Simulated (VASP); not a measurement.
Write the native input for VASP 6.6.1 that does the following.

* Task: single point
* Functional: PBE
* Potentials or basis: VASP PAW PBE potentials, release 64 (Li_sv, H)
* Cutoff: 520 eV
* k mesh: 2 × 2 × 2, shifted
* Occupations: fermi-dirac, width 0.0388 eV
* Spin: no spin polarisation
* Dipole correction: no
* Further INCAR settings: LREAL = Auto; ALGO = Normal; EDIFF = 1e-06; NBANDS = 30

The structure of LiH lies in POSCAR:

```
LiH
1.0
   -4.0785050826     -4.0785050826      0.0000000000
   -4.0785050826      0.0000000000     -4.0785050826
    0.0000000000     -4.0785050826     -4.0785050826
Li H
8 8
Direct
    0.4746104175      0.4965044689      0.5242803323
   -0.0004364344      0.5140206908      0.4892537730
    0.5124354286     -0.0047025809      0.4794191647
   -0.0177129852      0.0017571389      0.5132541109
    0.4728686028      0.5225980983      0.0206281464
   -0.0205789862      0.5059283875      0.0517796339
    0.4845632064      0.0134145965     -0.0080550347
   -0.0148634117     -0.0058194117     -0.0039881034
    0.2191886443      0.2065148830      0.2502304102
    0.7139520341      0.2834590068      0.2761739846
    0.2193592951      0.7674522740      0.2616272331
    0.7476266275      0.7435952484      0.2339013881
    0.2536088540      0.2506651283      0.6935685852
    0.7652376145      0.2643916038      0.7098673267
    0.1953400778      0.7468051255      0.7777674505
    0.7450818225      0.7049666340      0.7595917958
```

This cell differs from its parent crystal: dynamics (nvt langevin) at 450 K, volume x 1.01, from the last frame before.

The input as run:

INCAR

```
  ALGO = Normal
  EDIFF = 1E-6
  ENCUT = 520
  GGA = PE
  ISIF = 2
  ISMEAR = -1
  LASPH = True
  LCHARG = False
  LREAL = Auto
  LWAVE = False
  NBANDS = 30
  NELM = 100
  PREC = Accurate
  SIGMA = 0.0388
```

KPOINTS

```
Automatic mesh
0
Gamma
  2 2 2
  0.5 0.5 0.5
```

Potentials or basis: VASP PAW PBE potentials, release 64 (Li_sv, H).

Run with:

```sh
$ cat potpaw_PBE.64/Li_sv/POTCAR potpaw_PBE.64/H/POTCAR > POTCAR
$ mpirun -np 1 vasp_std > vasp.out
```

It gave:

```json
{"Largest force": "0.871 eV/Å", "Band gap on the k mesh": "3.93 eV"}
```

Caveat: the k points lie up to 0.67 Å⁻¹ apart; the atoms stand as in a frame of molecular dynamics; a shifted mesh leaves out Γ, where band edges can lie.

Wall time 5.8 min on 1 thread of AMD EPYC 7R43 64-Core Processor (Zen 3) (shared host), peak memory 0.24 GiB.
